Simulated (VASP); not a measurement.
The system is TiO2.

```xyz
12
Lattice="-4.3508 4.3508 1.8876 4.3508 -4.3508 1.8876 4.3508 4.3508 -1.8876" Properties=species:S:1:pos:R:3 pbc="T T T"
Ti    4.3259   -1.8075    1.8876
Ti    2.5433    0.0248    0.0000
Ti    1.8075    4.3259    1.8876
Ti    0.0248    6.1582    0.0000
O     3.0387   -0.0099    1.8876
O     1.3888    1.4067    0.0000
O     4.3409    1.3121    0.0000
O     7.2948    1.3888    0.0000
O    -2.9441    2.9620    1.8876
O     0.0099    3.0387    1.8876
O     2.9620    2.9441    1.8876
O     1.3121    4.3606    0.0000
```

Base run:

* Program: VASP 6.6.1
* Functional: PBEsol
* Potentials or basis: VASP PAW PBE potentials, release 64 (Ti_sv, O)
* Cutoff: 520 eV
* k mesh: 8 × 8 × 8
* Occupations: fermi-dirac, width 0.05 eV
* Spin: no spin polarisation

Its results: band gap on the k mesh 1.56 eV, indirect (least direct gap 2.26 eV); pressure -1.9 GPa; largest force 0.069 eV/Å.

**Question.** The run is repeated on the same cell with these changes: functional from PBEsol to PBE; cutoff from 520 eV to 600 eV; occupations from fermi-dirac, width 0.05 eV to gaussian, width 0.011 eV. What comes out?

**Answer.** Band gap on the k mesh 1.62 eV, indirect (least direct gap 2.32 eV); pressure 3.6 GPa; largest force 0.113 eV/Å.

Caveats: the PAW data sets were made with another functional, which shifts forces and pressure a little (some runs).

A k mesh can miss the band edges.
